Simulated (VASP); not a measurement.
Zn, 1 atom in the cell. The structure is cubic, space group Fm-3m (No. 225). Conventional cell: a = 3.930 Å, b = 3.930 Å, c = 3.930 Å, α = 90.00°, β = 90.00°, γ = 90.00°. Within 3.7 Å of Zn (site symmetry m-3m) lie 12 Zn at 2.78 Å. 

| Property | Result |
| --- | --- |
| Program | VASP 6.6.1 |
| Task | relaxation of cell and atoms |
| Functional | PBEsol |
| Potentials or basis | VASP PAW PBE potentials, release 64 (Zn) |
| Cutoff | 600 eV |
| k mesh | 12 × 12 × 12 |
| Occupations | fermi-dirac, width 0.05 eV |
| Spin | no spin polarisation |
| Target pressure | 20 GPa |
| Dipole correction | no |
| Further INCAR settings | ALGO = Normal; EDIFF = 1e-06; IBRION = 2; EDIFFG = -0.005; NSW = 80; ISIF = 3 |

Potentials or basis: VASP PAW PBE potentials, release 64 (Zn).

The run is started by

```console
$ cat potpaw_PBE.64/Zn/POTCAR > POTCAR
$ mpirun -np 1 vasp_std > vasp.out
```

Hardware: 1 thread of Intel(R) Xeon(R) 6975P-C (Granite Rapids), on a shared host.

Question: Estimate the wall time of this run.

Answer: It took 15 s on 1 thread of Intel(R) Xeon(R) 6975P-C (Granite Rapids), with other jobs on the host, peak memory 0.14 GiB. Counts: scf iterations 43, k points 72, ion steps 6.
